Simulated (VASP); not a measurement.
# LaCuAsSe (P4/nmm) in VASP: single point with PBE0

Aim: the single point of LaCuAsSe with PBE0.

All numbers are computed with VASP 6.6.1; they aren't measurements. Logs are shortened: lines on timing, memory, paths and dates and some standing lists are left out, and cuts for length are marked.

### 1 The cell of the first run

The structure is tetragonal, space group P4/nmm (No. 129). The conventional cell has a = 4.309 Å, b = 4.309 Å, c = 9.320 Å, α = 90.00°, β = 90.00°, γ = 90.00°. Cu (site symmetry -4m2) has 4 Se at 2.67 Å and 4 Cu at 3.05 Å within 3.5 Å. Within 3.3 Å of La (site symmetry 4mm) lie 4 As at 2.52 Å. Se (site symmetry 4mm) has 4 Cu at 2.67 Å and 4 La at 3.53 Å within 3.6 Å. As (site symmetry -4m2) has 4 La at 2.52 Å and 4 As at 3.05 Å within 3.3 Å.

### 2 Single point, PBE0

The input, POSCAR:

```
LaCuAsSe
1.0
    4.3088330000      0.0000000000      0.0000000000
    0.0000000000      4.3088330000      0.0000000000
    0.0000000000      0.0000000000      9.3203450000
Cu La Se As
2 2 2 2
Direct
    0.2500000000      0.7500000000      0.5000000000
    0.7500000000      0.2500000000      0.5000000000
    0.2500000000      0.2500000000      0.1398000000
    0.7500000000      0.7500000000      0.8602000000
    0.2500000000      0.2500000000      0.6698000000
    0.7500000000      0.7500000000      0.3302000000
    0.2500000000      0.7500000000      0.0000000000
    0.7500000000      0.2500000000      0.0000000000
```

The input, INCAR.step1:

```
SYSTEM = LaCuAsSe
PREC = Accurate ; ENCUT = 520
EDIFF = 1E-5 ; ISMEAR = 1
SIGMA = 0.0703 ; LREAL = .FALSE.
LASPH = .TRUE. ; NELM = 100
ALGO = Normal ; ISIF = 2
LWAVE = .TRUE. ; LCHARG = .FALSE.
GGA = PE ; NBANDS = 43
```

The input, INCAR.step2:

```
SYSTEM = LaCuAsSe
PREC = Accurate ; ENCUT = 520
EDIFF = 1E-6 ; ISMEAR = 1
SIGMA = 0.0703 ; LREAL = .FALSE.
LASPH = .TRUE. ; NELM = 100
ALGO = Normal ; ISIF = 2
LWAVE = .FALSE. ; LCHARG = .FALSE.
GGA = PE ; LHFCALC = .TRUE.
AEXX = 0.25 ; PRECFOCK = Fast
ISTART = 1 ; NBANDS = 43
```

The input, KPOINTS:

```
regular mesh
0
G
  3 3 1
  0 0 0
```

Potentials or basis: VASP PAW PBE potentials, release 64 (Cu, La, Se, As).

Run with:

```
cat potpaw_PBE.64/Cu/POTCAR potpaw_PBE.64/La/POTCAR potpaw_PBE.64/Se/POTCAR potpaw_PBE.64/As/POTCAR > POTCAR
cp INCAR.step1 INCAR
mpirun -np 1 vasp_std > vasp.out
cp INCAR.step2 INCAR
mpirun -np 1 vasp_std > vasp.out
```

OUTCAR:

```text
SYSTEM = LaCuAsSe
   PREC = Accurate
   ENCUT = 520
   EDIFF = 1E-6
   ISMEAR = 1
   LREAL = .FALSE.
   LASPH = .TRUE.
   NELM = 100
   ISIF = 2
   GGA = PE
   LHFCALC = .TRUE.
   AEXX = 0.25
   PRECFOCK = Fast
   ISTART = 1

 ion  position               nearest neighbor table
   1  0.250  0.750  0.500-   5 2.67   6 2.67   5 2.67   6 2.67
   2  0.750  0.250  0.500-   5 2.67   6 2.67   6 2.67   5 2.67
   3  0.250  0.250  0.140-   7 2.52   8 2.52   7 2.52   8 2.52
   4  0.750  0.750  0.860-   7 2.52   8 2.52   8 2.52   7 2.52
   5  0.250  0.250  0.670-   1 2.67   2 2.67   1 2.67   2 2.67
   6  0.750  0.750  0.330-   1 2.67   2 2.67   2 2.67   1 2.67
   7  0.250  0.750  0.000-   3 2.52   4 2.52   3 2.52   4 2.52
   8  0.750  0.250  0.000-   3 2.52   4 2.52   4 2.52   3 2.52

  LATTYP: Found a simple tetragonal cell.
 ALAT       =     4.3088330000
 C/A-ratio  =     2.1630787269

  Lattice vectors:

 A1 = (   4.3088330000,   0.0000000000,   0.0000000000)
 A2 = (   0.0000000000,   4.3088330000,   0.0000000000)
 A3 = (   0.0000000000,   0.0000000000,   9.3203450000)

Analysis of symmetry for initial positions (statically):
=====================================================================
 Subroutine PRICEL returns:
 Original cell was already a primitive cell.

 Routine SETGRP: Setting up the symmetry group for a
 simple tetragonal supercell.

 Subroutine GETGRP returns: Found 16 space group operations
 (whereof  4 operations were pure point group operations)
 out of a pool of 16 trial point group operations.

The static configuration has the point symmetry C_2h.
 The point group associated with its full space group is D_4h.

Analysis of symmetry for dynamics (positions and initial velocities):
=====================================================================
 Subroutine PRICEL returns:
 Original cell was already a primitive cell.

 Routine SETGRP: Setting up the symmetry group for a
 simple tetragonal supercell.

 Subroutine GETGRP returns: Found 16 space group operations
 (whereof  4 operations were pure point group operations)
 out of a pool of 16 trial point group operations.

The dynamic configuration has the point symmetry C_2h.
 The point group associated with its full space group is D_4h.

 Subroutine INISYM returns: Found 16 space group operations
 (whereof  4 operations are pure point group operations),
 and found     1 'primitive' translations

----------------------------------------------------------------------------------------

[... 97 lines left out ...]
   ISMEAR =     1;   SIGMA  =   0.07  broadening in eV -4-tet -1-fermi 0-gaus
   EFERMI_NEDOS =   21; number of points for ismear=-14 and -15
   IALGO  =     38    algorithm
   IMIX   =      1    mixing-type and parameters
     AMIX     =   0.40;   BMIX     =  1.00
     AMIX_MAG =   1.60;   BMIX_MAG =  1.00
  volume/ion in A,a.u.               =      21.63       145.97
  Fermi-wavevector in a.u.,A,eV,Ry     =   1.187241  2.243561 19.177986  1.409542
  Thomas-Fermi vector in A             =   2.323397
   LORBIT       =      0    0 simple, 1 ext, 2 COOP (PROOUT), +10 PAW based schemes
   GGA     = PE    functional components
   LHFCALC =     T    Hartree Fock is set to
   PRECFOCK=fast      Normal, Fast or Accurate (Low or Medium for compatibility)
   ENCUT4O =  -1.0   cutoff for four orbital integrals eV
   NKREDX  =     1    reduce k-point grid by
   NKREDY  =     1    reduce k-point grid by
   NKREDZ  =     1    reduce k-point grid by
   AEXX    =    0.2500 exact exchange contribution
   HFSCREEN=    0.0000 screening length (either q_TF or 0.3 A-1)
   HFSCREENC=   0.0000 screening length for correlation (either q_TF or 0.3 A-1)
   ENCUTFOCK=  -1.0 apply spherical cutoff to Coloumb kernel
   IVDW    =     0    specifies the selected vdW correction
   LEPSILON=     F    determine dielectric tensor
   LRPA    =     F    only Hartree local field effects (RPA)
 non-spin polarized calculation
 Methfessel and Paxton  Order N= 1 SIGMA  =   0.07
  energy-cutoff  :      520.00
  volume of cell :      173.04
 maximum number of plane-waves:      4657
  NGX = 18; NGY = 18; NGZ = 40

 number of electron      66.0000015 magnetization

 Free energy of the ion-electron system (eV)
  ---------------------------------------------------
  ext. energy  EPLUGINS =         0.00000000
  ---------------------------------------------------
  free energy    TOTEN  =       -42.75940990 eV

  energy without entropy =      -42.75296394  energy(sigma->0) =      -42.75726125

 E-fermi :   6.5655     XC(G=0):  -8.1069

 val. band max:        5.7659851083   @ k =   0.0000   0.0000   0.0000
 cond. band min:       6.5873607604   @ k =   0.3333   0.0000   0.0000
 fundamental gap:      0.8213756521
 Fermi energy:         6.5654592891

 k-point     1 :       0.0000    0.0000    0.0000
  band No.  band energies     occupation
      1     -28.9928      2.00000
      2     -28.8021      2.00000
      3     -13.1580      2.00000
      4     -12.3068      2.00000
      5     -12.3068      2.00000
      6     -11.7252      2.00000
[... 127 lines left out ...]
     42      11.3863      0.00000
     43      11.4762      0.00000

------------------------ aborting loop because EDIFF is reached ----------------------------------------

  FORCE on cell =-STRESS in cart. coord.  units (eV):
  Direction    XX          YY          ZZ          XY          YZ          ZX
  --------------------------------------------------------------------------------------
  -------------------------------------------------------------------------------------
  Total       19.7046844     19.7046844     16.6411387      0.0000000      0.0000000     -0.0000000
  in kB      182.4436505    182.4436505    154.0785956      0.0000000      0.0000000     -0.0000000
  external PRESSURE =     172.9886322 kB  Pullay stress =       0.0000000 kB

 VOLUME and BASIS-vectors are now :
 -----------------------------------------------------------------------------
  energy-cutoff  :      520.00
  volume of cell :      173.04
      direct lattice vectors                 reciprocal lattice vectors
     4.308833000  0.000000000  0.000000000     0.232081401  0.000000000  0.000000000
     0.000000000  4.308833000  0.000000000     0.000000000  0.232081401  0.000000000
     0.000000000  0.000000000  9.320345000     0.000000000  0.000000000  0.107292166

 POSITION                                       TOTAL-FORCE (eV/Angst)
 -----------------------------------------------------------------------------------
      1.07721      3.23162      4.66017         0.000000      0.000000      0.000000
      3.23162      1.07721      4.66017        -0.000000      0.000000      0.000000
      1.07721      1.07721      1.30298        -0.000000      0.000000      8.792704
      3.23162      3.23162      8.01736         0.000000     -0.000000     -8.792704
      1.07721      1.07721      6.24277         0.000000      0.000000     -0.776215
      3.23162      3.23162      3.07758         0.000000      0.000000      0.776215
      1.07721      3.23162      0.00000        -0.000000     -0.000000      0.000000
      3.23162      1.07721      0.00000        -0.000000     -0.000000      0.000000
 -----------------------------------------------------------------------------------
    total drift:                                0.000003     -0.000003      0.000008

  FREE ENERGIE OF THE ION-ELECTRON SYSTEM (eV)
  ---------------------------------------------------
  free  energy   TOTEN  =       -42.7594098964 eV

  energy  without entropy=      -42.7529639439  energy(sigma->0) =      -42.75726125
```

It took 10 min on 1 thread of AMD EPYC 7R13 (Zen 3), shared host; peak memory 0.26 GiB.

Results:

```yaml
Free_energy: -42.7594 eV
Pressure: 17.3 GPa
Largest_force: 8.793 eV/Å
Band_gap_on_the_k_mesh: zero (bands 33 and 34 overlap by 0.68 eV)
```

Forces in eV/Å, atoms in the order of the input:
```
Cu   0.000  0.000  0.000
Cu   0.000  0.000  0.000
La   0.000  0.000  8.793
La   0.000  0.000 -8.793
Se   0.000  0.000 -0.776
Se   0.000  0.000  0.776
As   0.000  0.000  0.000
As   0.000  0.000  0.000
```

Stress tensor (GPa, compression positive):
```
18.24  0.00  0.00
 0.00 18.24  0.00
 0.00  0.00 15.41
```

Levels at points of the mesh, in eV from the Fermi level:
```csv
k point,band 30,band 31,band 32,band 33,band 34,band 35,band 36,band 37
"(0.00, 0.00, 0.00)",-1.71,-1.71,-0.80,0.70,0.70,1.34,2.29,2.52
```

Caveat: the k points lie up to 0.67 Å⁻¹ apart, too coarse for converged energies and pressures of a metal; the PAW data sets were made with another functional, which shifts forces and pressure a little; spin-orbit coupling is left out, which moves the levels of the heavy elements.
